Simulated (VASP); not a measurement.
# SnO2 (Imma) in VASP: single point with PBEsol

Aim: the single point of SnO2 with PBEsol.

Program: VASP 6.6.1. These are calculated values, not measurements. Logs are shortened: lines on timing, memory, paths and dates and some standing lists are left out, and cuts for length are marked.

## 1. The cell of the first run

It takes space group Imma (No. 74, orthorhombic). Conventional cell: a = 6.498 Å, b = 6.829 Å, c = 6.828 Å, α = 90.00°, β = 90.00°, γ = 90.00°. Sn (site symmetry mm2) has 6 O at 2.09 to 2.10 Å within 2.8 Å. Sn (site symmetry 2/m) has 6 O at 2.09 Å within 2.8 Å. O (site symmetry m) has 3 Sn at 2.09 to 2.10 Å and 1 O at 2.64 Å within 2.8 Å. Within 2.8 Å of O (site symmetry m) lie 3 Sn at 2.09 Å and 1 O at 2.64 Å.

## 2. Single point, PBEsol

File INCAR:

```
PREC = Accurate
ENCUT = 520
EDIFF = 1E-6
ISMEAR = 0
SIGMA = 0.02
LREAL = F
LASPH = T
NELM = 80
ALGO = Normal
ISIF = 2
LWAVE = F
LCHARG = F
GGA = PS
NBANDS = 64
```

File KPOINTS:

```
regular mesh
0
Gamma
  8 8 8
```

File POSCAR:

```
SnO2
1.0
   -3.2488970000      3.4144700000      3.4140210000
    3.2488970000     -3.4144700000      3.4140210000
    3.2488970000      3.4144700000     -3.4140210000
Sn O
4 8
Direct
    0.9964010000      0.2464010000      0.7500000000
    0.0035990000      0.7535990000      0.2500000000
    0.5000000000      0.5000000000      0.5000000000
    0.5000000000      0.0000000000      0.0000000000
    0.1935040000      0.1962260000      0.5027220000
    0.6975650000      0.7540600000      0.9435050000
    0.1935040000      0.6907820000      0.9972780000
    0.3105550000      0.7540600000      0.5564950000
    0.6894450000      0.2459400000      0.4435050000
    0.3024350000      0.2459400000      0.0564950000
    0.8064960000      0.3092180000      0.0027220000
    0.8064960000      0.8037740000      0.4972780000
```

Potentials or basis: VASP PAW PBE potentials, release 64 (Sn_d, O).

The run is started by

```
$ cat potpaw_PBE.64/Sn_d/POTCAR potpaw_PBE.64/O/POTCAR > POTCAR
$ mpirun -np 1 vasp_std > vasp.out
```

OUTCAR:

```text
PREC = Accurate
   ENCUT = 520
   EDIFF = 1E-6
   ISMEAR = 0
   LREAL = F
   LASPH = T
   NELM = 80
   ISIF = 2
   GGA = PS

 ion  position               nearest neighbor table
   1  0.996  0.246  0.750-  11 2.09  12 2.09   9 2.09  10 2.09   5 2.10   7 2.10   2 3.25   2 3.25

   2  0.004  0.754  0.250-   7 2.09   5 2.09   8 2.09   6 2.09  12 2.10  11 2.10   1 3.25   1 3.25

   3  0.500  0.500  0.500-   5 2.09  12 2.09   9 2.09   8 2.09  10 2.09   6 2.09   4 3.25   4 3.25

   4  0.500  0.000  0.000-   7 2.09  11 2.09  10 2.09   6 2.09   8 2.09   9 2.09   3 3.25   3 3.25

   5  0.194  0.196  0.503-   2 2.09   3 2.09   1 2.10
   6  0.698  0.754  0.944-   2 2.09   4 2.09   3 2.09
   7  0.194  0.691  0.997-   2 2.09   4 2.09   1 2.10
   8  0.311  0.754  0.556-   2 2.09   3 2.09   4 2.09
   9  0.689  0.246  0.444-   1 2.09   3 2.09   4 2.09
  10  0.302  0.246  0.056-   1 2.09   4 2.09   3 2.09
  11  0.806  0.309  0.003-   1 2.09   4 2.09   2 2.10
  12  0.806  0.804  0.497-   1 2.09   3 2.09   2 2.10

  LATTYP: Found a body centered orthorhombic cell.
 ALAT       =     6.4977940000
 B/A-ratio  =     1.0508246337
 C/A-ratio  =     1.0509628345

  Lattice vectors:

 A1 = (  -3.2488970000,  -3.4144700000,   3.4140210000)
 A2 = (   3.2488970000,  -3.4144700000,  -3.4140210000)
 A3 = (   3.2488970000,   3.4144700000,   3.4140210000)

Analysis of symmetry for initial positions (statically):
=====================================================================
 Subroutine PRICEL returns:
 Original cell was already a primitive cell.

 Routine SETGRP: Setting up the symmetry group for a
 body centered orthorhombic supercell.

 Subroutine GETGRP returns: Found  8 space group operations
 (whereof  4 operations were pure point group operations)
 out of a pool of  8 trial point group operations.

The static configuration has the point symmetry C_2h.
 The point group associated with its full space group is D_2h.

Analysis of symmetry for dynamics (positions and initial velocities):
=====================================================================
 Subroutine PRICEL returns:
 Original cell was already a primitive cell.

 Routine SETGRP: Setting up the symmetry group for a
 body centered orthorhombic supercell.

 Subroutine GETGRP returns: Found  8 space group operations
 (whereof  4 operations were pure point group operations)
 out of a pool of  8 trial point group operations.

The dynamic configuration has the point symmetry C_2h.
 The point group associated with its full space group is D_2h.

 Subroutine INISYM returns: Found  8 space group operations
 (whereof  4 operations are pure point group operations),
 and found     1 'primitive' translations

----------------------------------------------------------------------------------------

                                     Primitive cell

  volume of cell :     151.4905

  direct lattice vectors                    reciprocal lattice vectors
    -3.248897000  3.414470000  3.414021000     0.000000000  0.146435611  0.146454869
     3.248897000 -3.414470000  3.414021000     0.153898385  0.000000000  0.146454869
     3.248897000  3.414470000 -3.414021000     0.153898385  0.146435611  0.000000000

  length of vectors
     5.819748834  5.819748834  5.819748834     0.207104845  0.212447032  0.212433756

  position of ions in fractional coordinates (direct lattice)
     0.996401000  0.246401000  0.750000000
     0.003599000  0.753599000  0.250000000
     0.500000000  0.500000000  0.500000000
     0.500000000  0.000000000  0.000000000
     0.193504000  0.196226000  0.502722000
     0.697565000  0.754060000  0.943505000
     0.193504000  0.690782000  0.997278000
     0.310555000  0.754060000  0.556495000
     0.689445000  0.245940000  0.443505000
     0.302435000  0.245940000  0.056495000
     0.806496000  0.309218000  0.002722000
     0.806496000  0.803774000  0.497278000

  ion indices of the primitive-cell ions
   primitive index   ion index
                 1           1
                 2           2
                 3           3
                 4           4
                 5           5
                 6           6
                 7           7
                 8           8
                 9           9
                10          10
                11          11
                12          12

----------------------------------------------------------------------------------------

 KPOINTS: regular mesh

Automatic generation of k-mesh.
 Grid dimensions read from file:
 generate k-points for:    8    8    8

 Generating k-lattice:

  Cartesian coordinates                     Fractional coordinates (reciprocal lattice)
     0.000000000  0.018304451  0.018306859     0.125000000  0.000000000  0.000000000
     0.019237298  0.000000000  0.018306859     0.000000000  0.125000000  0.000000000
     0.019237298  0.018304451  0.000000000     0.000000000  0.000000000  0.125000000

  Length of vectors
     0.025888106  0.026555879  0.026554220

  Shift w.r.t. Gamma in fractional coordinates (k-lattice)
     0.000000000  0.000000000  0.000000000

 Subroutine IBZKPT returns following result:
 ===========================================

 Found     95 irreducible k-points:

 Following reciprocal coordinates:
            Coordinates               Weight
  0.000000  0.000000  0.000000      1.000000
  0.125000  0.000000 -0.000000      4.000000
  0.250000  0.000000 -0.000000      4.000000
  0.375000  0.000000 -0.000000      4.000000
  0.500000  0.000000 -0.000000      2.000000
  0.000000  0.125000 -0.000000      4.000000
[... 16 lines left out ...]
  0.125000  0.375000 -0.000000      8.000000
  0.250000  0.375000 -0.000000      8.000000
 [... further k-points ...]
   k-points           NKPTS =     95   k-points in BZ     NKDIM =     95   number of bands    NBANDS=     64
   number of dos      NEDOS =    301   number of ions     NIONS =     12
   total plane-waves  NPLWV = 110592
   dimension x,y,z NGX =    48 NGY =   48 NGZ =   48
   dimension x,y,z NGXF=    96 NGYF=   96 NGZF=   96
   ions per type =               4   8
   NGX,Y,Z   is equivalent  to a cutoff of  13.71, 13.71, 13.71 a.u.
   NGXF,Y,Z  is equivalent  to a cutoff of  27.42, 27.42, 27.42 a.u.
 SYSTEM =  unknown system
   PREC   = accura    normal or accurate (medium, high low for compatibility)
   ISTART =      0    job   : 0-new  1-cont  2-samecut
   ICHARG =      2    charge: 1-file 2-atom 10-const
   ISPIN  =      1    spin polarized calculation?
   LNONCOLLINEAR =      F non collinear calculations
   LSORBIT =      F    spin-orbit coupling
   LASPH  =      T    aspherical Exc in radial PAW
   ENCUT  =  520.0 eV  38.22 Ry    6.18 a.u.  10.82 10.82 10.82*2*pi/ulx,y,z
   NELM   =     80;   NELMIN=  2; NELMDL= -5     # of ELM steps
   EDIFF  = 0.1E-05   stopping-criterion for ELM
   LREAL  =      F    real-space projection
   EDIFFG = 0.1E-04   stopping-criterion for IOM
   NSW    =      0    number of steps for IOM
   IBRION =     -1    ionic relax: 0-MD 1-quasi-New 2-CG
   NFREE  =      0    steps in history (QN), initial steepest desc. (CG)
   ISIF   =      2    stress and relaxation
   ISYM   =      2    0-nonsym 1-usesym 2-fastsym
   POTIM  = 0.5000    time-step for ionic-motion
   TEBEG  =    0.0;   TEEND  =   0.0 temperature during run
   PSTRESS=    0.0 pullay stress
   NELECT =     104.0000    total number of electrons
   NUPDOWN=      -1.0000    fix difference up-down
   EMIN   =  10.00;   EMAX   =-10.00  energy-range for DOS
   EFERMI =   0.00;   METHOD = LEGACY
   ISMEAR =     0;   SIGMA  =   0.02  broadening in eV -4-tet -1-fermi 0-gaus
   EFERMI_NEDOS =   21; number of points for ismear=-14 and -15
   IALGO  =     38    algorithm
   IMIX   =      4    mixing-type and parameters
     AMIX     =   0.40;   BMIX     =  1.00
     AMIX_MAG =   1.60;   BMIX_MAG =  1.00
  volume/ion in A,a.u.               =      12.62        85.19
  Fermi-wavevector in a.u.,A,eV,Ry     =   1.444189  2.729122 28.377438  2.085683
  Thomas-Fermi vector in A             =   2.562512
   LORBIT       =      0    0 simple, 1 ext, 2 COOP (PROOUT), +10 PAW based schemes
   GGA     = PS    functional components
   LHFCALC =     F    Hartree Fock is set to
   AEXX    =    0.0000 exact exchange contribution
   IVDW    =     0    specifies the selected vdW correction
   LEPSILON=     F    determine dielectric tensor
   LRPA    =     F    only Hartree local field effects (RPA)
 non-spin polarized calculation
 Gauss-broadening in eV      SIGMA  =   0.02
  energy-cutoff  :      520.00
  volume of cell :      151.49
 maximum number of plane-waves:      4104
 NGX is ok and might be reduce to    48
   NGX = 21   NGY = 21   NGZ = 21

 number of electron     104.0000018 magnetization

 Free energy of the ion-electron system (eV)
  ---------------------------------------------------
  ext. energy  EPLUGINS =         0.00000000
  ---------------------------------------------------
  free energy    TOTEN  =       -79.25083569 eV

  energy without entropy =      -79.25083569  energy(sigma->0) =      -79.25083569

 E-fermi :   5.4935     XC(G=0): -11.2339

 val. band max:        5.3627033260   @ k =   0.0000   0.0000   0.0000
 cond. band min:       5.8883925556   @ k =   0.0000   0.0000   0.0000
 fundamental gap:      0.5256892296
 Fermi energy:         5.4935287794

 k-point     1 :       0.0000    0.0000    0.0000
  band No.  band energies     occupation
      1     -15.5865      2.00000
      2     -15.3711      2.00000
      3     -15.3705      2.00000
      4     -14.9647      2.00000
      5     -14.9644      2.00000
      6     -14.9207      2.00000
[... 56 lines left out ...]
     63      15.7251      0.00000
     64      15.7677      0.00000

 k-point     2 :       0.1250    0.0000   -0.0000
  band No.  band energies     occupation
      1     -15.5654      2.00000
      2     -15.4017      2.00000
      3     -15.4013      2.00000
      4     -14.9437      2.00000
      5     -14.9200      2.00000
      6     -14.9198      2.00000
[... 1463 lines left out ...]
     63      15.3586      0.00000
     64      15.6232      0.00000

 k-point    24 :       0.2500    0.3750   -0.0000
  band No.  band energies     occupation
      1     -15.3818      2.00000
      2     -15.3038      2.00000
      3     -15.2804      2.00000
      4     -15.2015      2.00000
      5     -14.9498      2.00000
      6     -14.8964      2.00000
[... 56 lines left out ...]
     63      14.9700      0.00000
     64      15.1778      0.00000

 [... further k-points ...]
[... 5 lines left out ...]
  --------------------------------------------------------------------------------------
  -------------------------------------------------------------------------------------
  Total       -6.5831961     -5.2240247     -5.1996188      0.0000000     -0.0000000      0.0000000
  in kB      -69.6244777    -55.2497583    -54.9916385      0.0000000     -0.0000000      0.0000000
  external PRESSURE =     -59.9552915 kB  Pullay stress =       0.0000000 kB

 VOLUME and BASIS-vectors are now :
 -----------------------------------------------------------------------------
  energy-cutoff  :      520.00
  volume of cell :      151.49
      direct lattice vectors                 reciprocal lattice vectors
    -3.248897000  3.414470000  3.414021000     0.000000000  0.146435611  0.146454869
     3.248897000 -3.414470000  3.414021000     0.153898385  0.000000000  0.146454869
     3.248897000  3.414470000 -3.414021000     0.153898385  0.146435611  0.000000000

 POSITION                                       TOTAL-FORCE (eV/Angst)
 -----------------------------------------------------------------------------------
      0.00000      5.12171      1.68244         0.000000     -0.000000      0.058762
      3.24890     -1.70723      1.73158         0.000000     -0.000000     -0.058762
      1.62445      1.70724      1.70701         0.000000     -0.000000     -0.000000
     -1.62445      1.70724      1.70701         0.000000     -0.000000     -0.000000
      1.64214      1.70723     -0.38576        -0.037783      0.000000     -0.075199
      3.24890      3.02867      1.73473         0.000000     -0.076084     -0.032542
      4.85566      1.70723     -0.38576         0.037783     -0.000000     -0.075199
      3.24890      0.38580      1.73473         0.000000      0.076084     -0.032542
      0.00000      3.02867      1.67929         0.000000     -0.076084      0.032542
     -0.00000      0.38580      1.67929         0.000000      0.076084      0.032542
     -1.60676      1.70723      3.79978        -0.037783     -0.000000      0.075199
      1.60676      1.70724      3.79978         0.037783     -0.000000      0.075199
 -----------------------------------------------------------------------------------
    total drift:                                0.000000      0.000000     -0.000000

  FREE ENERGIE OF THE ION-ELECTRON SYSTEM (eV)
  ---------------------------------------------------
  free  energy   TOTEN  =       -79.2508356924 eV

  energy  without entropy=      -79.2508356924  energy(sigma->0) =      -79.25083569
```

Run time: 33 min. Hardware: 1 thread of Oxide Virtual Turin-like, shared host; peak memory 0.72 GiB.

What came out:

| Quantity | Value |
| --- | --- |
| Free energy | -79.2508 eV |
| Pressure | -6.0 GPa |
| Largest force | 0.084 eV/Å |
| Band gap on the k mesh | 0.53 eV |

Forces in eV/Å, atoms in the order of the input:
```
Sn   0.000  0.000  0.059
Sn   0.000  0.000 -0.059
Sn   0.000  0.000  0.000
Sn   0.000  0.000  0.000
O   -0.038  0.000 -0.075
O    0.000 -0.076 -0.033
O    0.038  0.000 -0.075
O    0.000  0.076 -0.033
O    0.000 -0.076  0.033
O    0.000  0.076  0.033
O   -0.038  0.000  0.075
O    0.038  0.000  0.075
```

Caveat: the cell stands under tension; the PAW data sets were made with another functional, which shifts forces and pressure a little; spin-orbit coupling is left out, which moves the levels of the heavy elements. A k mesh can miss the band edges.
